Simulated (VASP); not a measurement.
# BN (P3m1) in VASP: further runs

The runs below take BN through single point, with PBEsol.

All numbers are computed with VASP 6.6.1; they aren't measurements. Logs are shortened: lines on timing, memory, paths and dates and some standing lists are left out, and cuts for length are marked.

## 1. The cell of the first run

Symmetry: P3m1, No. 156, trigonal system. The conventional cell has a = 2.541 Å, b = 2.541 Å, c = 15.610 Å, α = 90.00°, β = 90.00°, γ = 120.00°. B (site symmetry 3m) has 3 N at 1.56 Å within 2.1 Å. B (site symmetry 3m) has 4 N at 1.56 to 1.57 Å within 2.1 Å. Within 2.1 Å of B (site symmetry 3m) lie 4 N at 1.56 to 1.57 Å. B (site symmetry 3m) has 4 N at 1.56 to 1.57 Å within 2.1 Å. B (site symmetry 3m) has 4 N at 1.56 to 1.57 Å within 2.1 Å. Within 2.1 Å of B (site symmetry 3m) lie 4 N at 1.56 to 1.57 Å. Within 2.1 Å of N (site symmetry 3m) lie 3 B at 1.56 Å. N (site symmetry 3m) has 4 B at 1.56 to 1.57 Å within 2.1 Å.

## 2. Single point, PBEsol

INCAR reads:

```
SYSTEM = BN
ALGO     = Normal         ! electronic algorithm
EDIFF    = 1E-7           ! SCF threshold, eV
ENCUT    = 520            ! plane-wave cutoff, eV
GGA      = PS             ! functional
ISIF     = 2              ! what is computed and relaxed
ISMEAR   = 0              ! smearing method
LASPH    = .TRUE.         ! aspherical terms in the spheres
LCHARG   = .TRUE.         ! write CHGCAR
LELF     = .TRUE.         ! ELF
LREAL    = .FALSE.        ! projectors in reciprocal space
LVHAR    = .TRUE.       
LWAVE    = .FALSE.        ! write WAVECAR
NBANDS   = 36             ! bands
NELM     = 60             ! most SCF steps
PREC     = Accurate       ! precision mode
SIGMA    = 0.05           ! smearing width, eV
```

KPOINTS reads:

```
k-points
0
G
  10 10 2
  0 0 0
```

POSCAR reads:

```
BN
1.0
   -2.5410113127      0.0000000000      0.0000000000
    1.2705056564     -2.2005803481      0.0000000000
    0.0000000000      0.0000000000     15.6098865130
B N
6 6
Direct
    0.3333333333      0.6666666667      0.0504434122
    0.3333333333      0.6666666667      0.3197147808
    0.3333333333      0.6666666667      0.5889861493
    0.6666666667      0.3333333333      0.7236218336
    0.6666666667      0.3333333333      0.1850790965
    0.6666666667      0.3333333333      0.4543504651
    0.3333333333      0.6666666667      0.7574245477
    0.3333333333      0.6666666667      0.2188818106
    0.3333333333      0.6666666667      0.4881531791
    0.6666666667      0.3333333333      0.6227888634
    0.6666666667      0.3333333333      0.0842461263
    0.6666666667      0.3333333333      0.3535174949
```

Potentials or basis: VASP PAW PBE potentials, release 64 (B, N).

Run with:

```
cat potpaw_PBE.64/B/POTCAR potpaw_PBE.64/N/POTCAR > POTCAR
mpirun -np 1 vasp_std > vasp.out
```

OUTCAR:

```text
SYSTEM = BN
   EDIFF = 1E-7
   ENCUT = 520
   GGA = PS
   ISIF = 2
   ISMEAR = 0
   LASPH = .TRUE.
   LREAL = .FALSE.
   NELM = 60
   PREC = Accurate

 ion  position               nearest neighbor table
   1  0.333  0.667  0.050-  11 1.56  11 1.56  11 1.56
   2  0.333  0.667  0.320-  12 1.56  12 1.56  12 1.56   8 1.57
   3  0.333  0.667  0.589-  10 1.56  10 1.56  10 1.56   9 1.57
   4  0.667  0.333  0.724-   7 1.56   7 1.56   7 1.56  10 1.57
   5  0.667  0.333  0.185-   8 1.56   8 1.56   8 1.56  11 1.57
   6  0.667  0.333  0.454-   9 1.56   9 1.56   9 1.56  12 1.57
   7  0.333  0.667  0.757-   4 1.56   4 1.56   4 1.56
   8  0.333  0.667  0.219-   5 1.56   5 1.56   5 1.56   2 1.57
   9  0.333  0.667  0.488-   6 1.56   6 1.56   6 1.56   3 1.57
  10  0.667  0.333  0.623-   3 1.56   3 1.56   3 1.56   4 1.57
  11  0.667  0.333  0.084-   1 1.56   1 1.56   1 1.56   5 1.57
  12  0.667  0.333  0.354-   2 1.56   2 1.56   2 1.56   6 1.57

  LATTYP: Found a hexagonal cell.
 ALAT       =     2.5410113127
 C/A-ratio  =     6.1431786765

  Lattice vectors:

 A1 = (  -2.5410113127,   0.0000000000,   0.0000000000)
 A2 = (   1.2705056564,  -2.2005803481,   0.0000000000)
 A3 = (   0.0000000000,   0.0000000000,  15.6098865130)

Analysis of symmetry for initial positions (statically):
=====================================================================
 Subroutine PRICEL returns:
 Original cell was already a primitive cell.

 Routine SETGRP: Setting up the symmetry group for a
 hexagonal supercell.

 Subroutine GETGRP returns: Found  6 space group operations
 (whereof  6 operations were pure point group operations)
 out of a pool of 24 trial point group operations.

The static configuration has the point symmetry C_3v.

Analysis of symmetry for dynamics (positions and initial velocities):
=====================================================================
 Subroutine PRICEL returns:
 Original cell was already a primitive cell.

 Routine SETGRP: Setting up the symmetry group for a
 hexagonal supercell.

 Subroutine GETGRP returns: Found  6 space group operations
 (whereof  6 operations were pure point group operations)
 out of a pool of 24 trial point group operations.

The dynamic configuration has the point symmetry C_3v.

 Subroutine INISYM returns: Found  6 space group operations
 (whereof  6 operations are pure point group operations),
 and found     1 'primitive' translations

----------------------------------------------------------------------------------------

                                     Primitive cell

  volume of cell :      87.2858

  direct lattice vectors                    reciprocal lattice vectors
    -2.541011313  0.000000000  0.000000000    -0.393544096 -0.227212790  0.000000000
     1.270505656 -2.200580348  0.000000000     0.000000000 -0.454425580  0.000000000
     0.000000000  0.000000000 15.609886513     0.000000000  0.000000000  0.064061965

  length of vectors
     2.541011313  2.541011313 15.609886513     0.454425580  0.454425580  0.064061965

  position of ions in fractional coordinates (direct lattice)
     0.333333333  0.666666667  0.050443412
     0.333333333  0.666666667  0.319714781
     0.333333333  0.666666667  0.588986149
     0.666666667  0.333333333  0.723621834
     0.666666667  0.333333333  0.185079096
     0.666666667  0.333333333  0.454350465
     0.333333333  0.666666667  0.757424548
     0.333333333  0.666666667  0.218881811
     0.333333333  0.666666667  0.488153179
     0.666666667  0.333333333  0.622788863
     0.666666667  0.333333333  0.084246126
     0.666666667  0.333333333  0.353517495

  ion indices of the primitive-cell ions
   primitive index   ion index
                 1           1
                 2           2
                 3           3
                 4           4
                 5           5
                 6           6
                 7           7
                 8           8
                 9           9
                10          10
                11          11
                12          12

----------------------------------------------------------------------------------------

 KPOINTS: k-points

Automatic generation of k-mesh.
 Grid dimensions read from file:
 generate k-points for:   10   10    2

 Generating k-lattice:

  Cartesian coordinates                     Fractional coordinates (reciprocal lattice)
    -0.039354410 -0.022721279  0.000000000     0.100000000 -0.000000000  0.000000000
     0.000000000 -0.045442558  0.000000000     0.000000000  0.100000000  0.000000000
     0.000000000  0.000000000  0.032030982     0.000000000  0.000000000  0.500000000

  Length of vectors
     0.045442558  0.045442558  0.032030982

  Shift w.r.t. Gamma in fractional coordinates (k-lattice)
     0.000000000  0.000000000  0.000000000

 Subroutine IBZKPT returns following result:
 ===========================================

 Found     28 irreducible k-points:

[... 39 lines left out ...]
   TEBEG  =    0.0;   TEEND  =   0.0 temperature during run
   PSTRESS=    0.0 pullay stress
   NELECT =      48.0000    total number of electrons
   NUPDOWN=      -1.0000    fix difference up-down
   EMIN   =  10.00;   EMAX   =-10.00  energy-range for DOS
   EFERMI =   0.00;   METHOD = LEGACY
   ISMEAR =     0;   SIGMA  =   0.05  broadening in eV -4-tet -1-fermi 0-gaus
   EFERMI_NEDOS =   21; number of points for ismear=-14 and -15
   IALGO  =     38    algorithm
   IMIX   =      4    mixing-type and parameters
     AMIX     =   0.40;   BMIX     =  1.00
     AMIX_MAG =   1.60;   BMIX_MAG =  1.00
  volume/ion in A,a.u.               =       7.27        49.09
  Fermi-wavevector in a.u.,A,eV,Ry     =   1.341243  2.534581 24.475957  1.798932
  Thomas-Fermi vector in A             =   2.469492
   LORBIT       =      0    0 simple, 1 ext, 2 COOP (PROOUT), +10 PAW based schemes
   GGA     = PS    functional components
   LHFCALC =     F    Hartree Fock is set to
   AEXX    =    0.0000 exact exchange contribution
   IVDW    =     0    specifies the selected vdW correction
   LEPSILON=     F    determine dielectric tensor
   LRPA    =     F    only Hartree local field effects (RPA)
 non-spin polarized calculation
 Gauss-broadening in eV      SIGMA  =   0.05
  energy-cutoff  :      520.00
  volume of cell :       87.29
 maximum number of plane-waves:      2387
 NGX is ok and might be reduce to    20
   NGX =  9   NGY =  9   NGZ = 59

 number of electron      48.0000004 magnetization

 Free energy of the ion-electron system (eV)
  ---------------------------------------------------
  ext. energy  EPLUGINS =         0.00000000
  ---------------------------------------------------
  free energy    TOTEN  =      -104.90428535 eV

  energy without entropy =     -104.89239146  energy(sigma->0) =     -104.89833840

 E-fermi :   6.0241     XC(G=0): -11.4281

 val. band max:        6.0150541480   @ k =   0.3000  -0.0000   0.0000
 cond. band min:       6.0410586864   @ k =   0.2000   0.1000   0.5000
 fundamental gap:      0.0260045384
 Fermi energy:         6.0241042374

 k-point     1 :       0.0000    0.0000    0.0000
  band No.  band energies     occupation
      1     -16.4854      2.00000
      2     -15.4642      2.00000
      3     -14.5442      2.00000
      4     -13.5700      2.00000
      5     -12.4179      2.00000
      6     -10.1955      2.00000
[... 28 lines left out ...]
     35      14.1676      0.00000
     36      14.1676      0.00000

 k-point     2 :       0.1000    0.0000    0.0000
  band No.  band energies     occupation
      1     -16.2688      2.00000
      2     -15.2512      2.00000
      3     -14.3368      2.00000
      4     -13.3715      2.00000
      5     -12.2289      2.00000
      6     -10.0126      2.00000
[... 850 lines left out ...]
 k-point    24 :       0.4000    0.1000    0.5000
  band No.  band energies     occupation
      1     -12.6746      2.00000
      2     -11.9223      2.00000
      3     -11.3557      2.00000
      4     -10.7231      2.00000
      5      -9.8894      2.00000
      6      -7.7316      2.00000
[... 28 lines left out ...]
     35      15.7792      0.00000
     36      16.2630      0.00000

 [... further k-points ...]

------------------------ aborting loop because EDIFF is reached ----------------------------------------

  FORCE on cell =-STRESS in cart. coord.  units (eV):
  Direction    XX          YY          ZZ          XY          YZ          ZX
  --------------------------------------------------------------------------------------
  -------------------------------------------------------------------------------------
  Total       -1.9329192     -1.9329192      0.1336834      0.0000000     -0.0000000     -0.0000000
  in kB      -35.4797622    -35.4797622      2.4538293      0.0000000     -0.0000000     -0.0000000
  external PRESSURE =     -22.8352317 kB  Pullay stress =       0.0000000 kB

 VOLUME and BASIS-vectors are now :
 -----------------------------------------------------------------------------
  energy-cutoff  :      520.00
  volume of cell :       87.29
      direct lattice vectors                 reciprocal lattice vectors
    -2.541011313  0.000000000  0.000000000    -0.393544096 -0.227212790  0.000000000
     1.270505656 -2.200580348  0.000000000     0.000000000 -0.454425580  0.000000000
     0.000000000  0.000000000 15.609886513     0.000000000  0.000000000  0.064061965

 POSITION                                       TOTAL-FORCE (eV/Angst)
 -----------------------------------------------------------------------------------
      0.00000     -1.46705      0.78742         0.000000     -0.000000      0.921688
      0.00000     -1.46705      4.99071         0.000000     -0.000000      0.562796
      0.00000     -1.46705      9.19401         0.000000     -0.000000      0.833016
     -1.27051     -0.73353     11.29565         0.000000     -0.000000      2.937153
     -1.27051     -0.73353      2.88906         0.000000     -0.000000      0.826021
     -1.27051     -0.73353      7.09236         0.000000     -0.000000      0.602360
      0.00000     -1.46705     11.82331        -0.000000      0.000000     -2.040576
      0.00000     -1.46705      3.41672         0.000000      0.000000     -0.551124
      0.00000     -1.46705      7.62002        -0.000000      0.000000     -0.633139
     -1.27051     -0.73353      9.72166         0.000000     -0.000000     -1.264340
     -1.27051     -0.73353      1.31507         0.000000     -0.000000     -1.618544
     -1.27051     -0.73353      5.51837        -0.000000      0.000000     -0.575312
 -----------------------------------------------------------------------------------
    total drift:                                0.000000     -0.000000     -0.000790

  FREE ENERGIE OF THE ION-ELECTRON SYSTEM (eV)
  ---------------------------------------------------
  free  energy   TOTEN  =      -104.9042853507 eV

  energy  without entropy=     -104.8923914566  energy(sigma->0) =     -104.89833840
```

It took 3.8 min on 1 thread of Intel Xeon 6975P-C, shared host; peak memory 0.23 GiB.

Results:

```yaml
Free_energy: -104.9043 eV
Pressure: -2.3 GPa
Largest_force: 2.937 eV/Å
Band_gap_on_the_k_mesh: zero (band 24 reaches 6.45 eV, above the bottom of band 25 at 6.00 eV)
```

Forces on the atoms (eV/Å):
```
B    0.000  0.000  0.922
B    0.000  0.000  0.563
B    0.000  0.000  0.833
B    0.000  0.000  2.937
B    0.000  0.000  0.826
B    0.000  0.000  0.602
N    0.000  0.000 -2.041
N    0.000  0.000 -0.551
N    0.000  0.000 -0.633
N    0.000  0.000 -1.264
N    0.000  0.000 -1.619
N    0.000  0.000 -0.575
```

Levels at points of the mesh, in eV from the Fermi level:
```
           k point  band 20  band 21  band 22  band 23  band 24  band 25  band 26  band 27  band 28  band 29
(0.00, 0.00, 0.00)    -1.37    -1.37    -0.48    -0.29     0.42     0.42     6.28     6.28     6.63     6.91
(0.50, 0.00, 0.00)    -4.74    -4.27    -3.82    -2.08    -0.26     0.04     4.12     4.70     5.34     5.99
(0.00, 0.00, 0.50)    -1.37    -1.37    -0.72    -0.07     0.42     0.42     6.28     6.28     6.59     6.90
(0.50, 0.00, 0.50)    -4.74    -4.27    -3.82    -2.08    -0.27     0.05     4.11     4.70     5.35     5.96
```

Caveat: the PAW data sets were made with another functional, which shifts forces and pressure a little.

## 3. Single point, PBEsol

This run uses another cell than the first one, of 7.97 Å³/atom, 1.096 times its volume.

Edit INCAR of step 2 so:

```diff
@@ -8,9 +8,7 @@
 LASPH    = .TRUE.         ! aspherical terms in the spheres
-LCHARG   = .TRUE.         ! write CHGCAR
-LELF     = .TRUE.         ! ELF
+LCHARG   = .FALSE.        ! write CHGCAR
 LREAL    = .FALSE.        ! projectors in reciprocal space
-LVHAR    = .TRUE.       
 LWAVE    = .FALSE.        ! write WAVECAR
 NBANDS   = 36             ! bands
-NELM     = 60             ! most SCF steps
+NELM     = 80             ! most SCF steps
 PREC     = Accurate       ! precision mode
```

KPOINTS is that of step 2.

POSCAR reads:

```
BN
1.0
   -2.5410113127      0.0000000000      0.0000000000
    1.2705056564     -2.2005803481      0.0000000000
    0.0000000000      0.0000000000     17.1098865130
B N
6 6
Direct
    0.3333333333      0.6666666667      0.0460211083
    0.3333333333      0.6666666667      0.2916858298
    0.3333333333      0.6666666667      0.5373505512
    0.6666666667      0.3333333333      0.6601829119
    0.6666666667      0.3333333333      0.1688534690
    0.6666666667      0.3333333333      0.4145181905
    0.3333333333      0.6666666667      0.6910221890
    0.3333333333      0.6666666667      0.1996927461
    0.3333333333      0.6666666667      0.4453574675
    0.6666666667      0.3333333333      0.5681898283
    0.6666666667      0.3333333333      0.0768603854
    0.6666666667      0.3333333333      0.3225251068
```

Potentials or basis: VASP PAW PBE potentials, release 64 (B, N).

Run with:

```
cat potpaw_PBE.64/B/POTCAR potpaw_PBE.64/N/POTCAR > POTCAR
mpirun -np 1 vasp_std > vasp.out
```

It took 3.5 min on 1 thread of Intel Xeon 6975P-C, shared host; peak memory 0.25 GiB.

The run converged. Its results:

* Free energy: -104.8338 eV
* Pressure: -1.9 GPa
* Largest force: 2.846 eV/Å
* Band gap on the k mesh: zero (band 24 reaches 5.26 eV, above the bottom of band 25 at 4.74 eV)

Forces on the atoms (eV/Å):
```
B    0.000  0.000  0.739
B    0.000  0.000  0.528
B    0.000  0.000  0.792
B    0.000  0.000  2.846
B    0.000  0.000  0.766
B    0.000  0.000  0.581
N    0.000  0.000 -2.095
N    0.000  0.000 -0.498
N    0.000  0.000 -0.618
N    0.000  0.000 -1.222
N    0.000  0.000 -1.265
N    0.000  0.000 -0.552
```

Stress tensor (GPa, compression positive):
```
-3.57  0.00  0.00
 0.00 -3.57  0.00
 0.00  0.00  1.47
```

Levels at points of the mesh, in eV from the Fermi level:
| k point | band 20 | band 21 | band 22 | band 23 | band 24 | band 25 | band 26 | band 27 | band 28 | band 29 |
| --- | --- | --- | --- | --- | --- | --- | --- | --- | --- | --- |
| (0.00, 0.00, 0.00) | -1.26 | -1.26 | -0.42 | -0.25 | 0.44 | 0.44 | 6.01 | 6.45 | 6.45 | 7.08 |
| (0.50, 0.00, 0.00) | -4.60 | -4.17 | -3.70 | -2.06 | -0.23 | 0.11 | 4.28 | 4.86 | 5.48 | 6.10 |
| (0.00, 0.00, 0.50) | -1.26 | -1.26 | -0.49 | -0.18 | 0.44 | 0.44 | 5.99 | 6.45 | 6.45 | 7.07 |
| (0.50, 0.00, 0.50) | -4.60 | -4.17 | -3.70 | -2.06 | -0.23 | 0.11 | 4.28 | 4.86 | 5.49 | 6.09 |

Caveat: the PAW data sets were made with another functional, which shifts forces and pressure a little.

## 4. Single point, PBEsol

This run uses another cell than the first one, of 8.67 Å³/atom, 1.192 times its volume.

INCAR reads:

```
SYSTEM = BN
  PREC = Accurate
  ENCUT = 520
  EDIFF = 1E-6
  ISMEAR = 0
  SIGMA = 0.05
  LREAL = .False.
  LASPH = .True.
  NELM = 100
  ALGO = Normal
  ISIF = 2
  LWAVE = .False.
  LCHARG = .False.
  GGA = PS
  NBANDS = 36
```

KPOINTS reads:

```
Automatic mesh
0
Gamma
  10 10 2
  0 0 0
```

POSCAR reads:

```
BN
1.0
   -2.5410113127      0.0000000000      0.0000000000
    1.2705056564     -2.2005803481      0.0000000000
    0.0000000000      0.0000000000     18.6098865130
B N
6 6
Direct
    0.3333333333      0.6666666667      0.0423117003
    0.3333333333      0.6666666667      0.2681752756
    0.3333333333      0.6666666667      0.4940388509
    0.6666666667      0.3333333333      0.6069706386
    0.6666666667      0.3333333333      0.1552434879
    0.6666666667      0.3333333333      0.3811070633
    0.3333333333      0.6666666667      0.6353241984
    0.3333333333      0.6666666667      0.1835970478
    0.3333333333      0.6666666667      0.4094606231
    0.6666666667      0.3333333333      0.5223924108
    0.6666666667      0.3333333333      0.0706652601
    0.6666666667      0.3333333333      0.2965288354
```

Run with:

```
cat potpaw_PBE.64/B/POTCAR potpaw_PBE.64/N/POTCAR > POTCAR
mpirun -np 1 vasp_std > vasp.out
```

It took 4.4 min on 1 thread of Intel Xeon 6975P-C, shared host; peak memory 0.26 GiB.

The run converged. Its results:

```yaml
Free_energy: -104.8234 eV
Pressure: -1.7 GPa
Largest_force: 2.876 eV/Å
Band_gap_on_the_k_mesh: zero (band 24 reaches 4.31 eV, above the bottom of band 25 at 3.80 eV)
```

Forces on the atoms (eV/Å):
```
B    0.000  0.000  0.726
B    0.000  0.000  0.517
B    0.000  0.000  0.786
B    0.000  0.000  2.876
B    0.000  0.000  0.753
B    0.000  0.000  0.570
N    0.000  0.000 -2.134
N    0.000  0.000 -0.487
N    0.000  0.000 -0.608
N    0.000  0.000 -1.219
N    0.000  0.000 -1.238
N    0.000  0.000 -0.541
```

Stress tensor (GPa, compression positive):
```
-3.28  0.00  0.00
 0.00 -3.28  0.00
 0.00  0.00  1.37
```

Levels at points of the mesh, in eV from the Fermi level:
```csv
k point,band 20,band 21,band 22,band 23,band 24,band 25,band 26,band 27,band 28,band 29
"(0.00, 0.00, 0.00)",-1.27,-1.27,-0.46,-0.22,0.43,0.43,5.72,6.47,6.47,7.10
"(0.50, 0.00, 0.00)",-4.59,-4.18,-3.71,-2.07,-0.23,0.12,4.30,4.87,5.49,6.10
"(0.00, 0.00, 0.50)",-1.27,-1.27,-0.47,-0.21,0.43,0.43,5.71,6.47,6.47,7.09
"(0.50, 0.00, 0.50)",-4.59,-4.18,-3.71,-2.07,-0.23,0.12,4.30,4.87,5.49,6.10
```

Caveat: the PAW data sets were made with another functional, which shifts forces and pressure a little.

## 5. Summary

```csv
cell,gap on the mesh (eV),pressure (GPa),largest force (eV/Å)
"a = 2.541, b = 2.541, c = 15.610 Å, angles 90.0, 90.0, 120.0°, 12 atoms",none,-2.3,2.94
"a = 2.541, b = 2.541, c = 17.110 Å, angles 90.0, 90.0, 120.0°, 12 atoms",none,-1.9,2.85
"a = 2.541, b = 2.541, c = 18.610 Å, angles 90.0, 90.0, 120.0°, 12 atoms",none,-1.7,2.88
```

Alike in all rows: task single point; level PBEsol; potentials or basis VASP PAW PBE potentials, release 64 (B, N); no spin polarisation; k mesh 10 × 10 × 2; cutoff (eV) 520; smearing gaussian 0.05 eV.

Caveats: the PAW data sets were made with another functional, which shifts forces and pressure a little.

Absolute energies hang on the potentials; compare differences alone.
